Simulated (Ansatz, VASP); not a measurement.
Two plane-wave programs on Cr

INCAR

```
SYSTEM = Cr
PREC     = Accurate       ! precision mode
ENCUT    = 520            ! plane-wave cutoff, eV
EDIFF    = 1E-6           ! SCF threshold, eV
ISMEAR   = -1             ! smearing method
SIGMA    = 0.1            ! smearing width, eV
LREAL    = .FALSE.        ! projectors in reciprocal space
LASPH    = .TRUE.         ! aspherical terms in the spheres
NELM     = 60             ! most SCF steps
ALGO     = Normal         ! electronic algorithm
ISIF     = 2              ! what is computed and relaxed
LWAVE    = .FALSE.        ! write WAVECAR
LCHARG   = .FALSE.        ! write CHGCAR
GGA      = PE             ! functional
NBANDS   = 19             ! bands
```

Contents of KPOINTS:

```
regular mesh
0
G
  12 12 12
  0 0 0
```

The input POSCAR:

```
Cr
1.0
    0.0000000000      2.5834634777      2.5834634777
    2.5834634777      0.0000000000      2.5834634777
    2.5834634777      2.5834634777      0.0000000000
Cr
2
Direct
    0.1250000000      0.1250000000      0.1250000000
    0.8750000000      0.8750000000      0.8750000000
```

Input for Ansatz:

```yaml
crystal:
  lattice:
    - [0.0, 2.5834634777, 2.5834634777]
    - [2.5834634777, 0.0, 2.5834634777]
    - [2.5834634777, 2.5834634777, 0.0]
  atoms:
    - { symbol: Cr, position: [0.125, 0.125, 0.125] }
    - { symbol: Cr, position: [0.875, 0.875, 0.875] }
hamiltonian:
  xc: pbe
  pseudopotentials:
    kind: paw
    azcp:
      Cr: "pseudopotentials/Cr.paw.azcp"
basis:
  ecutwfc: 420
  fft_grid_basis: typed
kpoints:
  mp_grid: { grid: [12, 12, 12], shift: [0, 0, 0] }
magnetization:
  spin_polarized: false
scf:
  occupations: { method: fermi_dirac, width: 0.1 }
  lower_state_search: "off"
output:
  stress: true
```

Alike in both runs: task single point; functional PBE; k mesh 12 × 12 × 12; occupations fermi-dirac, width 0.1 eV; no spin polarisation.

|  | VASP | Ansatz |
| --- | --- | --- |
| version | VASP 6.6.1 | Ansatz 0.2.0 |
| potentials or method | VASP PAW PBE potentials, release 64 (Cr_pv), cutoff 520 eV | plane waves (420 eV) with PAW, scalar-relativistic |
| valence electrons in the cell | 24 | 28 |

```csv
,VASP,Ansatz,Ansatz less VASP
pressure (GPa),-3.5,-3.7,-0.12
```

VASP's potentials hold 24 valence electrons a cell and Ansatz's 28, so a difference there can come from the potentials and not from the codes.
